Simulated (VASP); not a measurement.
# CaAl4O (P-6m2) in VASP: a series of runs

The runs below take CaAl4O through single point, relaxation of cell and atoms, with PBE.

Program: VASP 6.6.1. These are calculated values, not measurements. Logs are shortened: lines on timing, memory, paths and dates and some standing lists are left out, and cuts for length are marked.

**1. The cell of the first run**

The structure is hexagonal, space group P-6m2 (No. 187). The conventional cell has a = 5.282 Å, b = 5.282 Å, c = 4.242 Å, α = 90.00°, β = 90.00°, γ = 120.00°. Ca (site symmetry -6m2) has 15 Al at 3.05 to 3.39 Å and 3 O at 3.05 Å within 4.0 Å. Within 3.5 Å of Al (site symmetry -6m2) lie 6 Al at 2.62 Å and 3 O at 3.05 Å and 3 Ca at 3.05 Å. Within 3.4 Å of Al (site symmetry mm2) lie 2 O at 2.60 Å and 6 Al at 2.62 to 2.67 Å and 4 Ca at 3.39 Å. Within 3.4 Å of O (site symmetry -6m2) lie 9 Al at 2.60 to 3.05 Å and 3 Ca at 3.05 Å.

**2. Single point, PBE**

File INCAR:

```
SYSTEM = CaAl4O
PREC = Accurate
ENCUT = 520
EDIFF = 1E-6
ISMEAR = 0
SIGMA = 0.1
LREAL = .False.
LASPH = .True.
NELM = 60
ALGO = Normal
ISIF = 2
LWAVE = .False.
LCHARG = .True.
GGA = PE
LELF = .True.
LVHAR = .True.
NBANDS = 23
```

File KPOINTS:

```
Automatic mesh
0
Gamma
  6 6 4
  0 0 0
```

File POSCAR:

```
CaAl4O
1.0
    5.2824676100      0.0000000000      0.0000000000
   -2.6412338100      4.5747511500      0.0000000000
    0.0000000000      0.0000000000      4.2423038600
Ca Al O
1 4 1
Direct
    0.0000000000      0.0000000000      0.0000000000
    0.6666666700      0.3333333300      0.0000000000
    0.0030570000      0.5015285000      0.5000000000
    0.4984715000      0.5015285000      0.5000000000
    0.4984715000      0.9969430000      0.5000000000
    0.3333333300      0.6666666700      0.0000000000
```

Potentials or basis: VASP PAW PBE potentials, release 64 (Ca_sv, Al, O).

Command:

```bash
> cat potpaw_PBE.64/Ca_sv/POTCAR potpaw_PBE.64/Al/POTCAR potpaw_PBE.64/O/POTCAR > POTCAR
> mpirun -np 1 vasp_std > vasp.out
```

OUTCAR:

```text
SYSTEM = CaAl4O
   PREC = Accurate
   ENCUT = 520
   EDIFF = 1E-6
   ISMEAR = 0
   LREAL = .False.
   LASPH = .True.
   NELM = 60
   ISIF = 2
   GGA = PE

 ion  position               nearest neighbor table
   1  0.000  0.000  0.000-   2 3.05   2 3.05   2 3.05
   2  0.667  0.333  0.000-   3 2.62   3 2.62   5 2.62   5 2.62   4 2.62   4 2.62   1 3.05   1 3.05
                             1 3.05
   3  0.003  0.502  0.500-   6 2.60   6 2.60   4 2.62   5 2.62   2 2.62   2 2.62   4 2.67   5 2.67

   4  0.498  0.502  0.500-   6 2.60   6 2.60   3 2.62   5 2.62   2 2.62   2 2.62   3 2.67   5 2.67

   5  0.498  0.997  0.500-   6 2.60   6 2.60   3 2.62   4 2.62   2 2.62   2 2.62   3 2.67   4 2.67

   6  0.333  0.667  0.000-   3 2.60   3 2.60   5 2.60   5 2.60   4 2.60   4 2.60

  LATTYP: Found a hexagonal cell.
 ALAT       =     5.2824676100
 C/A-ratio  =     0.8030913151

  Lattice vectors:

 A1 = (   5.2824676100,   0.0000000000,   0.0000000000)
 A2 = (  -2.6412338100,   4.5747511500,   0.0000000000)
 A3 = (   0.0000000000,   0.0000000000,   4.2423038600)

Analysis of symmetry for initial positions (statically):
=====================================================================
 Subroutine PRICEL returns:
 Original cell was already a primitive cell.

 Routine SETGRP: Setting up the symmetry group for a
 hexagonal supercell.

 Subroutine GETGRP returns: Found 12 space group operations
 (whereof 12 operations were pure point group operations)
 out of a pool of 24 trial point group operations.

The static configuration has the point symmetry D_3h.

Analysis of symmetry for dynamics (positions and initial velocities):
=====================================================================
 Subroutine PRICEL returns:
 Original cell was already a primitive cell.

 Routine SETGRP: Setting up the symmetry group for a
 hexagonal supercell.

 Subroutine GETGRP returns: Found 12 space group operations
 (whereof 12 operations were pure point group operations)
 out of a pool of 24 trial point group operations.

The dynamic configuration has the point symmetry D_3h.

 Subroutine INISYM returns: Found 12 space group operations
 (whereof 12 operations are pure point group operations),
 and found     1 'primitive' translations

----------------------------------------------------------------------------------------

                                     Primitive cell

  volume of cell :     102.5194

  direct lattice vectors                    reciprocal lattice vectors
     5.282467610  0.000000000  0.000000000     0.189305467  0.109295563  0.000000000
    -2.641233810  4.574751150  0.000000000     0.000000000  0.218591125  0.000000000
     0.000000000  0.000000000  4.242303860     0.000000000  0.000000000  0.235720974

  length of vectors
     5.282467610  5.282467617  4.242303860     0.218591125  0.218591125  0.235720974

  position of ions in fractional coordinates (direct lattice)
     0.000000000  0.000000000  0.000000000
     0.666666670  0.333333330  0.000000000
     0.003057000  0.501528500  0.500000000
     0.498471500  0.501528500  0.500000000
     0.498471500  0.996943000  0.500000000
     0.333333330  0.666666670  0.000000000

  ion indices of the primitive-cell ions
   primitive index   ion index
                 1           1
                 2           2
                 3           3
                 4           4
                 5           5
                 6           6

----------------------------------------------------------------------------------------

 KPOINTS: Automatic mesh

Automatic generation of k-mesh.
 Grid dimensions read from file:
 generate k-points for:    6    6    4

 Generating k-lattice:

  Cartesian coordinates                     Fractional coordinates (reciprocal lattice)
     0.031550911  0.018215927  0.000000000     0.166666667 -0.000000000  0.000000000
     0.000000000  0.036431854  0.000000000     0.000000000  0.166666667  0.000000000
     0.000000000  0.000000000  0.058930244     0.000000000  0.000000000  0.250000000

  Length of vectors
     0.036431854  0.036431854  0.058930244

  Shift w.r.t. Gamma in fractional coordinates (k-lattice)
     0.000000000  0.000000000  0.000000000

 Subroutine IBZKPT returns following result:
 ===========================================

 Found     21 irreducible k-points:

 Following reciprocal coordinates:
            Coordinates               Weight
  0.000000  0.000000  0.000000      1.000000
  0.166667 -0.000000  0.000000      6.000000
  0.333333 -0.000000  0.000000      6.000000
  0.500000 -0.000000  0.000000      3.000000
  0.166667  0.166667  0.000000      6.000000
  0.333333  0.166667  0.000000     12.000000
[... 13 lines left out ...]
  0.333333  0.166667  0.500000     12.000000
  0.333333  0.333333  0.500000      2.000000
   k-points           NKPTS =     21   k-points in BZ     NKDIM =     21   number of bands    NBANDS=     23
   number of dos      NEDOS =    301   number of ions     NIONS =      6
   total plane-waves  NPLWV =  51200
   dimension x,y,z NGX =    40 NGY =   40 NGZ =   32
   dimension x,y,z NGXF=    80 NGYF=   80 NGZF=   64
   ions per type =               1   4   1
   NGX,Y,Z   is equivalent  to a cutoff of  12.59, 12.59, 12.54 a.u.
   NGXF,Y,Z  is equivalent  to a cutoff of  25.18, 25.18, 25.08 a.u.
 SYSTEM =  CaAl4O
   PREC   = accura    normal or accurate (medium, high low for compatibility)
   ISTART =      0    job   : 0-new  1-cont  2-samecut
   ICHARG =      2    charge: 1-file 2-atom 10-const
   ISPIN  =      1    spin polarized calculation?
   LNONCOLLINEAR =      F non collinear calculations
   LSORBIT =      F    spin-orbit coupling
   LASPH  =      T    aspherical Exc in radial PAW
   ENCUT  =  520.0 eV  38.22 Ry    6.18 a.u.   9.82  9.82  7.89*2*pi/ulx,y,z
   NELM   =     60;   NELMIN=  2; NELMDL= -5     # of ELM steps
   EDIFF  = 0.1E-05   stopping-criterion for ELM
   LREAL  =      F    real-space projection
   EDIFFG = 0.1E-04   stopping-criterion for IOM
   NSW    =      0    number of steps for IOM
   IBRION =     -1    ionic relax: 0-MD 1-quasi-New 2-CG
   NFREE  =      0    steps in history (QN), initial steepest desc. (CG)
   ISIF   =      2    stress and relaxation
   ISYM   =      2    0-nonsym 1-usesym 2-fastsym
   POTIM  = 0.5000    time-step for ionic-motion
   TEBEG  =    0.0;   TEEND  =   0.0 temperature during run
   PSTRESS=    0.0 pullay stress
   NELECT =      28.0000    total number of electrons
   NUPDOWN=      -1.0000    fix difference up-down
   EMIN   =  10.00;   EMAX   =-10.00  energy-range for DOS
   EFERMI =   0.00;   METHOD = LEGACY
   ISMEAR =     0;   SIGMA  =   0.10  broadening in eV -4-tet -1-fermi 0-gaus
   EFERMI_NEDOS =   21; number of points for ismear=-14 and -15
   IALGO  =     38    algorithm
   IMIX   =      4    mixing-type and parameters
     AMIX     =   0.40;   BMIX     =  1.00
     AMIX_MAG =   1.60;   BMIX_MAG =  1.00
  volume/ion in A,a.u.               =      17.09       115.31
  Fermi-wavevector in a.u.,A,eV,Ry     =   1.062165  2.007202 15.350029  1.128195
  Thomas-Fermi vector in A             =   2.197607
   LORBIT       =      0    0 simple, 1 ext, 2 COOP (PROOUT), +10 PAW based schemes
   GGA     = PE    functional components
   LHFCALC =     F    Hartree Fock is set to
   AEXX    =    0.0000 exact exchange contribution
   IVDW    =     0    specifies the selected vdW correction
   LEPSILON=     F    determine dielectric tensor
   LRPA    =     F    only Hartree local field effects (RPA)
 non-spin polarized calculation
 Gauss-broadening in eV      SIGMA  =   0.10
  energy-cutoff  :      520.00
  volume of cell :      102.52
 maximum number of plane-waves:      2780
 NGX is ok and might be reduce to    40
   NGX = 19   NGY = 19   NGZ = 15

 number of electron      27.9999997 magnetization

 Free energy of the ion-electron system (eV)
  ---------------------------------------------------
  ext. energy  EPLUGINS =         0.00000000
  ---------------------------------------------------
  free energy    TOTEN  =       -22.87716542 eV

  energy without entropy =      -22.84761567  energy(sigma->0) =      -22.86239054

 E-fermi :   6.1554     XC(G=0):  -9.9290

 val. band max:        6.1357838724   @ k =   0.3333   0.3333   0.5000
 cond. band min:       6.1792690355   @ k =   0.3333   0.1667   0.2500
 fundamental gap:      0.0434851631
 Fermi energy:         6.1554247197

 k-point     1 :       0.0000    0.0000    0.0000
  band No.  band energies     occupation
      1     -34.7112      2.00000
      2     -15.7728      2.00000
      3     -15.7728      2.00000
      4     -15.7308      2.00000
      5     -11.4043      2.00000
      6      -3.1221      2.00000
[... 15 lines left out ...]
     22      10.3753      0.00000
     23      10.3753      0.00000

 k-point     2 :       0.1667   -0.0000    0.0000
  band No.  band energies     occupation
      1     -34.7111      2.00000
      2     -15.7768      2.00000
      3     -15.7734      2.00000
      4     -15.7307      2.00000
      5     -11.3949      2.00000
      6      -3.0536      2.00000
[... 15 lines left out ...]
     22      10.4844      0.00000
     23      10.5459      0.00000

 k-point     3 :       0.3333   -0.0000    0.0000
  band No.  band energies     occupation
      1     -34.7110      2.00000
      2     -15.7847      2.00000
      3     -15.7746      2.00000
      4     -15.7303      2.00000
      5     -11.3765      2.00000
      6      -2.8846      2.00000
[... 15 lines left out ...]
     22      10.8261      0.00000
     23      11.4243      0.00000
[... 417 lines left out ...]
 k-point    20 :       0.3333    0.1667    0.5000
  band No.  band energies     occupation
      1     -34.7093      2.00000
      2     -15.7805      2.00000
      3     -15.7719      2.00000
      4     -15.7690      2.00000
      5     -11.2961      2.00000
      6      -1.7316      2.00000
[... 15 lines left out ...]
     22      10.8449      0.00000
     23      11.0368      0.00000

 k-point    21 :       0.3333    0.3333    0.5000
  band No.  band energies     occupation
      1     -34.7093      2.00000
      2     -15.7796      2.00000
      3     -15.7747      2.00000
      4     -15.7688      2.00000
      5     -11.2927      2.00000
      6      -1.2966      2.00000
[... 15 lines left out ...]
     22      11.0352      0.00000
     23      11.1895      0.00000

------------------------ aborting loop because EDIFF is reached ----------------------------------------

  FORCE on cell =-STRESS in cart. coord.  units (eV):
  Direction    XX          YY          ZZ          XY          YZ          ZX
  --------------------------------------------------------------------------------------
  -------------------------------------------------------------------------------------
  Total        3.6482608      3.6482608      1.3305152     -0.0000000      0.0000000     -0.0000000
  in kB       57.0151633     57.0151635     20.7933438     -0.0000001      0.0000000     -0.0000000
  external PRESSURE =      44.9412235 kB  Pullay stress =       0.0000000 kB

 VOLUME and BASIS-vectors are now :
 -----------------------------------------------------------------------------
  energy-cutoff  :      520.00
  volume of cell :      102.52
      direct lattice vectors                 reciprocal lattice vectors
     5.282467610  0.000000000  0.000000000     0.189305467  0.109295563  0.000000000
    -2.641233810  4.574751150  0.000000000     0.000000000  0.218591125  0.000000000
     0.000000000  0.000000000  4.242303860     0.000000000  0.000000000  0.235720974

 POSITION                                       TOTAL-FORCE (eV/Angst)
 -----------------------------------------------------------------------------------
      0.00000      0.00000      0.00000        -0.000000      0.000000     -0.000000
      2.64123      1.52492      0.00000        -0.000000      0.000000     -0.000000
     -1.30851      2.29437      2.12115         0.771406      0.445372      0.000000
      1.30851      2.29437      2.12115        -0.771406      0.445372      0.000000
     -0.00000      4.56077      2.12115         0.000000     -0.890743     -0.000000
     -0.00000      3.04983      0.00000        -0.000000      0.000000     -0.000000
 -----------------------------------------------------------------------------------
    total drift:                                0.000035     -0.000020      0.000000

  FREE ENERGIE OF THE ION-ELECTRON SYSTEM (eV)
  ---------------------------------------------------
  free  energy   TOTEN  =       -22.8771654222 eV

  energy  without entropy=      -22.8476156656  energy(sigma->0) =      -22.86239054
```

Run time: 58 s. Hardware: 1 thread of Intel Xeon Platinum 8488C (Sapphire Rapids), shared host; peak memory 0.23 GiB.

Results:

| Property | Result |
| --- | --- |
| Free energy | -22.8772 eV |
| Pressure | 4.5 GPa |
| Largest force | 0.891 eV/Å |
| Band gap on the k mesh | zero (band 14 reaches 6.66 eV, above the bottom of band 15 at 5.81 eV) |

Forces in eV/Å, atoms in the order of the input:
```
Ca   0.000  0.000  0.000
Al   0.000  0.000  0.000
Al   0.771  0.445  0.000
Al  -0.771  0.445  0.000
Al   0.000 -0.891  0.000
O    0.000  0.000  0.000
```

Stress tensor (GPa, compression positive):
```
5.70 0.00 0.00
0.00 5.70 0.00
0.00 0.00 2.08
```

Caveat: the k points lie up to 0.37 Å⁻¹ apart.

[end of part 1 of 2]
